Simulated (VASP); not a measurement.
# LaIr5 (P6/mmm) in VASP: notebook

The runs below take LaIr5 through single point, with LDA.

Program: VASP 6.6.1. These are calculated values, not measurements. Logs are shortened: lines on timing, memory, paths and dates and some standing lists are left out, and cuts for length are marked.

## 1. The cell of the first run

The structure is hexagonal, space group P6/mmm (No. 191). Conventional cell: a = 5.288 Å, b = 5.288 Å, c = 4.137 Å, α = 90.00°, β = 90.00°, γ = 120.00°. Within 4.2 Å of La (site symmetry 6/mmm) lie 18 Ir at 3.05 to 3.36 Å and 2 La at 4.14 Å. Within 3.4 Å of Ir (site symmetry mmm) lie 8 Ir at 2.57 to 2.64 Å and 4 La at 3.36 Å. Within 3.4 Å of Ir (site symmetry -6m2) lie 9 Ir at 2.57 to 3.05 Å and 3 La at 3.05 Å.

## 2. Single point, LDA

INCAR reads:

```
SYSTEM = LaIr5
ALGO = Normal
EDIFF = 1E-6
ENCUT = 560
GGA_COMPAT = .False.
ISIF = 2
ISMEAR = -1
LASPH = .True.
LCHARG = .True.
LELF = .True.
LMAXMIX = 6
LREAL = .False.
LVHAR = .True.
LWAVE = .False.
NBANDS = 57
NELM = 200
PREC = Accurate
SIGMA = 0.1
```

KPOINTS reads:

```
k-points
0
Gamma
  5 5 6
  0 0 0
```

POSCAR reads:

```
LaIr5
1.0
    5.2875124472      0.0000000000      0.0000000000
   -2.6437562236      4.5791202991      0.0000000000
    0.0000000000      0.0000000000      4.1367297939
La Ir
1 5
Direct
    0.0000000000      0.0000000000      0.0000000000
    0.5000000000      0.0000000000      0.5000000000
    0.5000000000      0.5000000000      0.5000000000
    0.0000000000      0.5000000000      0.5000000000
    0.3333333333      0.6666666667      0.0000000000
    0.6666666667      0.3333333333      0.0000000000
```

Potentials or basis: VASP PAW LDA potentials, release 64 (La, Ir_sv_GW).

On the command line:

```bash
cat potpaw_LDA.64/La/POTCAR potpaw_LDA.64/Ir_sv_GW/POTCAR > POTCAR
mpirun -np 1 vasp_std > vasp.out
```

OUTCAR:

```text
SYSTEM = LaIr5
   EDIFF = 1E-6
   ENCUT = 560
   ISIF = 2
   ISMEAR = -1
   LASPH = .True.
   LREAL = .False.
   NELM = 200
   PREC = Accurate

 ion  position               nearest neighbor table
   1  0.000  0.000  0.000-   5 3.05   6 3.05   6 3.05   5 3.05   6 3.05   5 3.05   2 3.36   2 3.36
                             2 3.36   2 3.36   4 3.36   4 3.36   4 3.36   3 3.36   3 3.36   4 3.36
   2  0.500  0.000  0.500-   5 2.57   6 2.57   5 2.57   6 2.57   3 2.64   4 2.64   3 2.64   4 2.64
                             1 3.36   1 3.36   1 3.36   1 3.36
   3  0.500  0.500  0.500-   5 2.57   6 2.57   5 2.57   6 2.57   4 2.64   4 2.64   2 2.64   2 2.64
                             1 3.36   1 3.36   1 3.36   1 3.36
   4  0.000  0.500  0.500-   5 2.57   6 2.57   5 2.57   6 2.57   3 2.64   3 2.64   2 2.64   2 2.64
                             1 3.36   1 3.36   1 3.36   1 3.36
   5  0.333  0.667  0.000-   4 2.57   4 2.57   3 2.57   3 2.57   2 2.57   2 2.57   1 3.05   6 3.05
                             1 3.05   6 3.05   6 3.05   1 3.05
   6  0.667  0.333  0.000-   4 2.57   4 2.57   3 2.57   3 2.57   2 2.57   2 2.57   5 3.05   1 3.05
                             1 3.05   5 3.05   5 3.05   1 3.05

  LATTYP: Found a hexagonal cell.
 ALAT       =     5.2875124472
 C/A-ratio  =     0.7823584030

  Lattice vectors:

 A1 = (   5.2875124472,   0.0000000000,   0.0000000000)
 A2 = (  -2.6437562236,   4.5791202991,   0.0000000000)
 A3 = (   0.0000000000,   0.0000000000,   4.1367297939)

Analysis of symmetry for initial positions (statically):
=====================================================================
 Subroutine PRICEL returns:
 Original cell was already a primitive cell.

 Routine SETGRP: Setting up the symmetry group for a
 hexagonal supercell.

 Subroutine GETGRP returns: Found 24 space group operations
 (whereof 24 operations were pure point group operations)
 out of a pool of 24 trial point group operations.

The static configuration has the point symmetry D_6h.

Analysis of symmetry for dynamics (positions and initial velocities):
=====================================================================
 Subroutine PRICEL returns:
 Original cell was already a primitive cell.

 Routine SETGRP: Setting up the symmetry group for a
 hexagonal supercell.

 Subroutine GETGRP returns: Found 24 space group operations
 (whereof 24 operations were pure point group operations)
 out of a pool of 24 trial point group operations.

The dynamic configuration has the point symmetry D_6h.

 Subroutine INISYM returns: Found 24 space group operations
 (whereof 24 operations are pure point group operations),
 and found     1 'primitive' translations

----------------------------------------------------------------------------------------

                                     Primitive cell

  volume of cell :     100.1591

  direct lattice vectors                    reciprocal lattice vectors
     5.287512447  0.000000000  0.000000000     0.189124850  0.109191279  0.000000000
    -2.643756224  4.579120299  0.000000000     0.000000000  0.218382557  0.000000000
     0.000000000  0.000000000  4.136729794     0.000000000  0.000000000  0.241736843

  length of vectors
     5.287512447  5.287512618  4.136729794     0.218382564  0.218382557  0.241736843

  position of ions in fractional coordinates (direct lattice)
     0.000000000  0.000000000  0.000000000
     0.500000000  0.000000000  0.500000000
     0.500000000  0.500000000  0.500000000
     0.000000000  0.500000000  0.500000000
     0.333333333  0.666666667  0.000000000
     0.666666667  0.333333333  0.000000000

  ion indices of the primitive-cell ions
   primitive index   ion index
                 1           1
                 2           2
                 3           3
                 4           4
                 5           5
                 6           6

----------------------------------------------------------------------------------------

 KPOINTS: k-points

Automatic generation of k-mesh.
 Grid dimensions read from file:
 generate k-points for:    5    5    6

 Generating k-lattice:

  Cartesian coordinates                     Fractional coordinates (reciprocal lattice)
     0.037824970  0.021838256  0.000000000     0.200000000  0.000000000  0.000000000
     0.000000000  0.043676511  0.000000000     0.000000000  0.200000000  0.000000000
     0.000000000  0.000000000  0.040289474     0.000000000  0.000000000  0.166666667

  Length of vectors
     0.043676513  0.043676511  0.040289474

  Shift w.r.t. Gamma in fractional coordinates (k-lattice)
     0.000000000  0.000000000  0.000000000

 Subroutine IBZKPT returns following result:
 ===========================================

 Found     20 irreducible k-points:

 Following reciprocal coordinates:
            Coordinates               Weight
  0.000000  0.000000  0.000000      1.000000
  0.200000  0.000000  0.000000      6.000000
  0.400000  0.000000  0.000000      6.000000
  0.200000  0.200000  0.000000      6.000000
  0.400000  0.200000  0.000000      6.000000
  0.000000  0.000000  0.166667      2.000000
[... 12 lines left out ...]
  0.200000  0.200000  0.500000      6.000000
  0.400000  0.200000  0.500000      6.000000
   k-points           NKPTS =     20   k-points in BZ     NKDIM =     20   number of bands    NBANDS=     57
   number of dos      NEDOS =    301   number of ions     NIONS =      6
   total plane-waves  NPLWV =  56448
   dimension x,y,z NGX =    42 NGY =   42 NGZ =   32
   dimension x,y,z NGXF=    84 NGYF=   84 NGZF=   64
   ions per type =               1   5
   NGX,Y,Z   is equivalent  to a cutoff of  13.21, 13.21, 12.86 a.u.
   NGXF,Y,Z  is equivalent  to a cutoff of  26.41, 26.41, 25.72 a.u.
 SYSTEM =  LaIr5
   PREC   = accura    normal or accurate (medium, high low for compatibility)
   ISTART =      0    job   : 0-new  1-cont  2-samecut
   ICHARG =      2    charge: 1-file 2-atom 10-const
   ISPIN  =      1    spin polarized calculation?
   LNONCOLLINEAR =      F non collinear calculations
   LSORBIT =      F    spin-orbit coupling
   LASPH  =      T    aspherical Exc in radial PAW
   ENCUT  =  560.0 eV  41.16 Ry    6.42 a.u.  10.20 10.20  7.98*2*pi/ulx,y,z
   NELM   =    200;   NELMIN=  2; NELMDL= -5     # of ELM steps
   EDIFF  = 0.1E-05   stopping-criterion for ELM
   LREAL  =      F    real-space projection
   EDIFFG = 0.1E-04   stopping-criterion for IOM
   NSW    =      0    number of steps for IOM
   IBRION =     -1    ionic relax: 0-MD 1-quasi-New 2-CG
   NFREE  =      0    steps in history (QN), initial steepest desc. (CG)
   ISIF   =      2    stress and relaxation
   ISYM   =      2    0-nonsym 1-usesym 2-fastsym
   POTIM  = 0.5000    time-step for ionic-motion
   TEBEG  =    0.0;   TEEND  =   0.0 temperature during run
   PSTRESS=    0.0 pullay stress
   NELECT =      96.0000    total number of electrons
   NUPDOWN=      -1.0000    fix difference up-down
   EMIN   =  10.00;   EMAX   =-10.00  energy-range for DOS
   EFERMI =   0.00;   METHOD = LEGACY
   ISMEAR =    -1;   SIGMA  =   0.10  broadening in eV -4-tet -1-fermi 0-gaus
   EFERMI_NEDOS =   21; number of points for ismear=-14 and -15
   IALGO  =     38    algorithm
   IMIX   =      4    mixing-type and parameters
     AMIX     =   0.40;   BMIX     =  1.00
     AMIX_MAG =   1.60;   BMIX_MAG =  1.00
  volume/ion in A,a.u.               =      16.69       112.65
  Fermi-wavevector in a.u.,A,eV,Ry     =   1.614117  3.050239 35.448265  2.605374
  Thomas-Fermi vector in A             =   2.709077
   LORBIT       =      0    0 simple, 1 ext, 2 COOP (PROOUT), +10 PAW based schemes
   GGA     = CA    functional components
   LHFCALC =     F    Hartree Fock is set to
   AEXX    =    0.0000 exact exchange contribution
   IVDW    =     0    specifies the selected vdW correction
   LEPSILON=     F    determine dielectric tensor
   LRPA    =     F    only Hartree local field effects (RPA)
 non-spin polarized calculation
  energy-cutoff  :      560.00
  volume of cell :      100.16
 maximum number of plane-waves:      3040
 NGX is ok and might be reduce to    42
   NGX = 21   NGY = 21   NGZ = 15

 number of electron      96.0000001 magnetization

 Free energy of the ion-electron system (eV)
  ---------------------------------------------------
  ext. energy  EPLUGINS =         0.00000000
  ---------------------------------------------------
  free energy    TOTEN  =       -61.43556907 eV

  energy without entropy =      -61.24041735  energy(sigma->0) =      -61.33799321

 E-fermi :  11.2663     XC(G=0): -13.5574

 val. band max:       11.2592510219   @ k =   0.2000   0.0000   0.3333
 cond. band min:      11.2806276460   @ k =   0.2000   0.0000   0.5000
 fundamental gap:      0.0213766241
 Fermi energy:        11.2662947365

 k-point     1 :       0.0000    0.0000    0.0000
  band No.  band energies     occupation
      1     -80.6616      2.00000
      2     -80.6016      2.00000
      3     -80.6016      2.00000
      4     -80.3516      2.00000
      5     -80.3461      2.00000
      6     -38.3282      2.00000
[... 49 lines left out ...]
     56      14.6483      0.00000
     57      14.7851      0.00000

 k-point     2 :       0.2000    0.0000    0.0000
  band No.  band energies     occupation
      1     -80.6566      2.00000
      2     -80.6069      2.00000
      3     -80.6017      2.00000
      4     -80.3510      2.00000
      5     -80.3464      2.00000
      6     -38.2956      2.00000
[... 49 lines left out ...]
     56      14.5830      0.00000
     57      14.7405      0.00000

 k-point     3 :       0.4000    0.0000    0.0000
  band No.  band energies     occupation
      1     -80.6453      2.00000
      2     -80.6188      2.00000
      3     -80.6017      2.00000
      4     -80.3497      2.00000
      5     -80.3473      2.00000
      6     -38.2298      2.00000
[... 954 lines left out ...]
      1     -80.6393      2.00000
      2     -80.6131      2.00000
      3     -80.6020      2.00000
      4     -80.3563      2.00000
      5     -80.3529      2.00000
      6     -38.4209      2.00000
[... 49 lines left out ...]
     56      14.3802      0.00000
     57      14.5777      0.00000

 k-point    20 :       0.4000    0.2000    0.5000
  band No.  band energies     occupation
      1     -80.6312      2.00000
      2     -80.6212      2.00000
      3     -80.6018      2.00000
      4     -80.3552      2.00000
      5     -80.3539      2.00000
      6     -38.3097      2.00000
[... 49 lines left out ...]
     56      14.5536      0.00000
     57      14.5684      0.00000

------------------------ aborting loop because EDIFF is reached ----------------------------------------

  FORCE on cell =-STRESS in cart. coord.  units (eV):
  Direction    XX          YY          ZZ          XY          YZ          ZX
  --------------------------------------------------------------------------------------
  -------------------------------------------------------------------------------------
  Total        3.2323019      3.2323022     10.8432371      0.0000000      0.0000000      0.0000000
  in kB       51.7049224     51.7049269    173.4518457      0.0000000      0.0000000      0.0000000
  external PRESSURE =      92.2872317 kB  Pullay stress =       0.0000000 kB

 VOLUME and BASIS-vectors are now :
 -----------------------------------------------------------------------------
  energy-cutoff  :      560.00
  volume of cell :      100.16
      direct lattice vectors                 reciprocal lattice vectors
     5.287512447  0.000000000  0.000000000     0.189124850  0.109191279  0.000000000
    -2.643756224  4.579120299  0.000000000     0.000000000  0.218382557  0.000000000
     0.000000000  0.000000000  4.136729794     0.000000000  0.000000000  0.241736843

 POSITION                                       TOTAL-FORCE (eV/Angst)
 -----------------------------------------------------------------------------------
      0.00000      0.00000      0.00000         0.000000      0.000000      0.000000
      2.64376      0.00000      2.06836         0.000000      0.000000      0.000000
      1.32188      2.28956      2.06836         0.000000      0.000000      0.000000
     -1.32188      2.28956      2.06836         0.000000      0.000000      0.000000
     -0.00000      3.05275      0.00000        -0.000000     -0.000000      0.000000
      2.64376      1.52637      0.00000        -0.000000      0.000000      0.000000
 -----------------------------------------------------------------------------------
    total drift:                               -0.000000     -0.000000      0.000000

  FREE ENERGIE OF THE ION-ELECTRON SYSTEM (eV)
  ---------------------------------------------------
  free  energy   TOTEN  =       -61.4355690686 eV

  energy  without entropy=      -61.2404173460  energy(sigma->0) =      -61.33799321
```

Run time: 8.8 min. Hardware: 1 thread of Intel Xeon Platinum 8259CL at 2.50GHz (Skylake/Cascade Lake), shared host; peak memory 0.27 GiB.

What came out:

```yaml
Free_energy: -61.4356 eV
Pressure: 9.2 GPa
Band_gap_on_the_k_mesh: zero (bands 48 and 49 overlap by 1.15 eV)
```

Caveat: the stress differs along the axes, from 5 to 17 GPa; spin-orbit coupling is left out, which moves the levels of the heavy elements.

## 3. Single point, LDA

This run uses another cell than the first one, of 18.57 Å³/atom.

INCAR reads:

```
PREC     = Accurate       # precision mode
ENCUT    = 560            # plane-wave cutoff, eV
EDIFF    = 1E-6           # SCF threshold, eV
ISMEAR   = -1             # smearing method
SIGMA    = 0.1            # smearing width, eV
LREAL    = F              # projectors in reciprocal space
LASPH    = T              # aspherical terms in the spheres
NELM     = 200            # most SCF steps
ALGO     = Normal         # electronic algorithm
ISIF     = 2              # what is computed and relaxed
LWAVE    = F              # write WAVECAR
LCHARG   = F              # write CHGCAR
GGA      = CA             # functional
NBANDS   = 57             # bands
GGA_COMPAT= F            
LMAXMIX  = 6              # l up to which the mixer works
```

KPOINTS reads:

```
Automatic mesh
0
Gamma
  5 5 6
```

POSCAR: that of step 2 with these lines changed.

```diff
@@ -2,5 +2,5 @@
 1.0
-    5.2875124472      0.0000000000      0.0000000000
-   -2.6437562236      4.5791202991      0.0000000000
-    0.0000000000      0.0000000000      4.1367297939
+    5.4790801092      0.0000000000      0.0000000000
+   -2.7395400546      4.7450227681      0.0000000000
+    0.0000000000      0.0000000000      4.2866043640
 La Ir
```

Potentials or basis: VASP PAW LDA potentials, release 64 (La, Ir_sv_GW).

On the command line:

```bash
cat potpaw_LDA.64/La/POTCAR potpaw_LDA.64/Ir_sv_GW/POTCAR > POTCAR
mpirun -np 1 vasp_std > vasp.out
```

Run time: 13 min. Hardware: 1 thread of Intel Xeon Platinum 8375C at 2.90GHz (Ice Lake), shared host; peak memory 0.27 GiB.

It converged, with:

```yaml
Free_energy: -61.1779 eV
Pressure: -16.5 GPa
Band_gap_on_the_k_mesh: zero (bands 48 and 49 overlap by 1.04 eV)
```

Stress tensor (GPa, compression positive):
```
-17.82   0.00   0.00
  0.00 -17.82   0.00
  0.00   0.00 -13.76
```

Levels at points of the mesh, in eV from the Fermi level:
| k point | band 44 | band 45 | band 46 | band 47 | band 48 | band 49 | band 50 | band 51 | band 52 | band 53 |
| --- | --- | --- | --- | --- | --- | --- | --- | --- | --- | --- |
| (0.00, 0.00, 0.00) | -0.77 | -0.68 | -0.13 | -0.13 | 0.71 | 1.74 | 1.78 | 2.08 | 2.08 | 2.26 |
| (0.00, 0.00, 0.50) | -0.55 | -0.55 | 0.03 | 0.41 | 0.41 | 0.45 | 0.45 | 1.08 | 1.44 | 1.44 |

Caveat: the cell stands under tension; spin-orbit coupling is left out, which moves the levels of the heavy elements.

The gap in the log of VASP goes by the Fermi energy; the results here count the filled bands.